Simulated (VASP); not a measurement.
A run of VASP 6.6.1:

File INCAR:

```
PREC = Accurate
ENCUT = 520
EDIFF = 1E-6
ISMEAR = 0
SIGMA = 0.02
LREAL = Auto
LASPH = True
NELM = 120
ALGO = Normal
ISIF = 2
LWAVE = False
LCHARG = True
GGA = PS
LELF = True
LVHAR = True
NBANDS = 87
GGA_COMPAT = False
```

Contents of KPOINTS:

```
regular mesh
0
Gamma
  3 3 3
```

The input POSCAR:

```
MgSi32
1.0
    5.4338342752      5.4338342752      5.4338342752
   -5.4338342752      5.4338342752     -5.4338342752
   -5.4338342752     -5.4338342752      5.4338342752
Si Mg
32 1
Direct
    0.7322746351     -0.0006234879     -0.0002914267
    0.7465332594      0.7474371021      0.2487518388
   -0.0008998824      0.7328474579     -0.0002928493
    0.7500844808      0.4982143111      0.4984864950
   -0.0010643868      0.5007724838      0.2522673743
    0.2516383616      0.5007942941     -0.0001344388
    0.7465187016      0.2487564814      0.7477178622
   -0.0007613847      0.2521082485      0.5012321150
    0.2656712619      0.2664385217      0.2666686017
    0.5002264335      0.2521746042      0.0000160736
   -0.0011821128     -0.0000964017      0.7331567001
    0.2515702766     -0.0005816687      0.5008969104
    0.5003164241     -0.0001148876      0.2523727444
    0.2476316595      0.7474031204      0.7474608878
    0.4979629950      0.7510217102      0.4989085257
    0.4978477031      0.4987467752      0.7511954519
    0.4858275660     -0.0002798093     -0.0000906506
    0.4989507942      0.7498558198      0.2499923575
    0.7459659224      0.7463329080     -0.0000324458
    0.5122647744      0.5129610684      0.5131801203
    0.7489812686      0.4998124848      0.2498700551
   -0.0007185358      0.4864424107      0.0000322333
    0.4987708485      0.2497897744      0.7499012859
    0.7492248784      0.2496296268      0.5000337376
   -0.0010042928      0.2529285025      0.2532685533
    0.2523214502      0.2528552836     -0.0000544339
    0.7457748535      0.0000461232      0.7467430586
   -0.0007232276     -0.0003560894      0.4866550161
    0.2523501950     -0.0003058674      0.2530425417
   -0.0013935754      0.7463147629      0.7462517882
    0.2490859525      0.7495151203      0.4999365961
    0.2490785276      0.4999402705      0.7499127103
   -0.0008870047     -0.0003376608     -0.0000631335
```

Potentials or basis: VASP PAW PBE potentials, release 64 (Si, Mg).

Launch:

```bash
$ cat potpaw_PBE.64/Si/POTCAR potpaw_PBE.64/Mg/POTCAR > POTCAR
$ mpirun -np 1 vasp_std > vasp.out
```

Hardware: 1 thread of Intel(R) Xeon(R) 6975P-C (Granite Rapids) (shared host).

Task: Estimate the wall time of this run.

Result: Run time: 13 min on 1 thread of Intel(R) Xeon(R) 6975P-C (Granite Rapids), on a shared host, peak memory 0.94 GiB. Counts: scf iterations 13, k points 14.
